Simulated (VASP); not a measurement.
The system is Si.

```
Si
1.0
    -1.62691    1.62691    1.32033
     1.62691   -1.62691    1.32033
     1.62691    1.62691   -1.32033
Si
1
Direct
  0.00000 0.00000 0.00000
```

Base run:

```yaml
Program: VASP 6.6.1
Functional: RPBE
Potentials_or_basis: VASP PAW PBE potentials, release 64 (Si)
Cutoff: 520 eV
k_mesh: 13 × 13 × 11
Occupations: methfessel-paxton, width 0.05 eV
Spin: no spin polarisation
```

Its results: band gap on the k mesh zero (bands 2 and 3 overlap by 13.26 eV); pressure 4.5 GPa.

After a change of settings the same cell gave: band gap on the k mesh zero (bands 2 and 3 overlap by 13.17 eV); pressure 13.1 GPa. Which change was it?
A. functional from RPBE to revPBE; further incar settings from ALGO = Normal; EDIFF = 1e-07; NBANDS = 8; ISYM = 0 to ALGO = Normal; EDIFF = 1e-06; NBANDS = 8; ISYM = 0
B. functional from RPBE to BLYP
C. functional from RPBE to LDA; potentials or basis from VASP PAW PBE potentials, release 64 (Si) to VASP PAW LDA potentials, release 64 (Si)

B.

Caveats: the cell stands under pressure; the PAW data sets were made with another functional, which shifts forces and pressure a little.
